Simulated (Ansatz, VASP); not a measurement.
# HgTe in VASP and in Ansatz

The input POSCAR:

```
HgTe
1.0
   -0.0410837031      3.2809657621      3.2809657621
    3.2809657621     -0.0410837031      3.2809657621
    3.2809657621      3.2809657621     -0.0410837031
Hg Te
1 1
Direct
   -0.0012492632     -0.0012492632     -0.0012492632
    0.2512492632      0.2512492632      0.2512492632
```

File INCAR.step1:

```
PREC = Accurate
ENCUT = 520
ISMEAR = -1
SIGMA = 0.02
LREAL = False
LASPH = True
NELM = 80
NBANDS = 16
GGA = PE
ALGO = Normal
EDIFF = 1E-4
LWAVE = True
LCHARG = False
```

The input INCAR.step2:

```
PREC = Accurate
ENCUT = 520
EDIFF = 1E-6
ISMEAR = -1
SIGMA = 0.02
LREAL = False
LASPH = True
NELM = 80
ALGO = Normal
ISIF = 2
LWAVE = False
LCHARG = False
METAGGA = R2SCAN
LMIXTAU = True
NBANDS = 16
ISTART = 1
```

KPOINTS

```
regular mesh
0
Gamma
  6 6 6
```

Input for Ansatz:

```yaml
crystal:
  lattice:
    - [-0.0410837031, 3.2809657621, 3.2809657621]
    - [3.2809657621, -0.0410837031, 3.2809657621]
    - [3.2809657621, 3.2809657621, -0.0410837031]
  atoms:
    - { symbol: Hg, position: [-0.0012492632, -0.0012492632, -0.0012492632] }
    - { symbol: Te, position: [0.2512492632, 0.2512492632, 0.2512492632] }
kpoints:
  mp_grid: { grid: [6, 6, 6] }
  band_path:
    path:
      - [0.0, 0.0, 0.0]
      - [-0.5, -0.5, 0.0]
      - [-0.375, -0.375, 0.25]
      - [-0.375, 0.0, 0.375]
      - [0.0, 0.0, 0.5]
      - [-0.5, -0.25, 0.25]
      - [-0.019531, 0.0, 0.018229]
    npoints: 1
hamiltonian:
  xc: r2scan
scf:
  occupations: { method: fermi_dirac, width: 0.02 }
  n_extra_bands: 4
output:
  forces: true
  stress: true
  eigenvalues: true
```

Change from the starting cell: epitaxial_111 strain +1.0%.

Alike in both runs: task single point; functional r2SCAN; k mesh 6 × 6 × 6; occupations fermi-dirac, width 0.02 eV; no spin polarisation.

|  | VASP | Ansatz |
| --- | --- | --- |
| version | VASP 6.6.1 | Ansatz 0.2.0 |
| potentials or method | VASP PAW PBE potentials, release 64 (Hg, Te) | plane waves, PAW |
| plane-wave cutoff (eV) | 520 | 500 |
| valence electrons in the cell | 18 | 36 |

|  | VASP | Ansatz | Ansatz less VASP |
| --- | --- | --- | --- |
| pressure (GPa) | -0.4 | -0.5 | -0.05 |
| traceless stress, the component that is largest in VASP (GPa) | 0.24 | 0.24 | -0.001 |

VASP's potentials were made for PBE, not for r2SCAN. VASP's potentials hold 18 valence electrons a cell and Ansatz's 36, so a difference there can come from the potentials and not from the codes.

Neither program's run includes spin-orbit coupling.
